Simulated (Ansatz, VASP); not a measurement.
# Ba: VASP beside Ansatz

```
Ba
1.0
     0.00808    3.23267    3.23267
     3.24075    0.00000    3.24075
     3.23267    3.23267    0.00808
Ba
1
Direct
  0.00000 0.00000 0.00000
```

Change from the starting cell: strain +0.0050 x Voigt [0, 0, 0, 0, 1, 0], atoms carried along.

Alike in both runs: task single point; functional LDA; k mesh 14 × 14 × 14; occupations gaussian, width 0.15 eV; no spin polarisation.

|  | VASP | Ansatz |
| --- | --- | --- |
| version | VASP 6.6.1 | Ansatz 0.2.0 |
| potentials or method | VASP PAW LDA potentials, release 64 (Ba_sv), cutoff 520 eV | scalar-relativistic, plane waves, PAW |
| valence electrons in the cell | 10 | 10 |

|  | VASP | Ansatz | Ansatz less VASP |
| --- | --- | --- | --- |
| gap on the k mesh at the Fermi level (eV) | none | none | - |
| pressure (GPa) | -1.6 | -1.6 | -0.02 |

LDA's correlation is that of Perdew and Zunger in VASP and of Perdew and Wang (1992) in Ansatz. A gap of «none» marks a metal or a gap that the smearing closes.

Spin-orbit coupling is off throughout.
